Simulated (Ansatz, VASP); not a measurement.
## CoSi: VASP beside Ansatz

```
Co Si
1.0
     2.78133    0.00000    0.00000
     0.00000    2.78133    0.00000
     0.00000    0.00000    2.78133
Co Si
1 1
Direct
  0.98982 0.98882 0.99982
  0.49271 0.50471 0.51097
```

Change from the starting cell: atoms moved at random, drawn with an rms of 0.05 Å.

Alike in both runs: task single point; functional PBE; k mesh 10 × 10 × 10; occupations fermi-dirac, width 0.05 eV; collinear spin.

```csv
,VASP,Ansatz
version,VASP 6.6.1,Ansatz 0.2.0
potentials or method,"VASP PAW PBE potentials, release 64 (Co, Si), cutoff 520 eV","all-electron LAPW, scalar-relativistic"
```

```tsv
	VASP	Ansatz	Ansatz less VASP
gap on the k mesh at the Fermi level (eV)	none	none	-
pressure (GPa)	0.9	1.0	+0.18
traceless stress, the component that is largest in VASP (GPa)	0.35	0.35	0.000
rms of the force components (eV/Å)	0.158	0.156	-0.0018
net moment per atom (μB)	0.27	0.28	+0.006
size of the moment on the site where the two differ most (μB)	0.54	0.56	+0.020
```

Site moments also hang on the region over which each program counts them. Atom by atom the forces differ by 0.002 eV/Å (rms over components). A gap of «none» marks a metal or a gap that the smearing closes. Ansatz ran all-electron here, and VASP with PAW potentials.
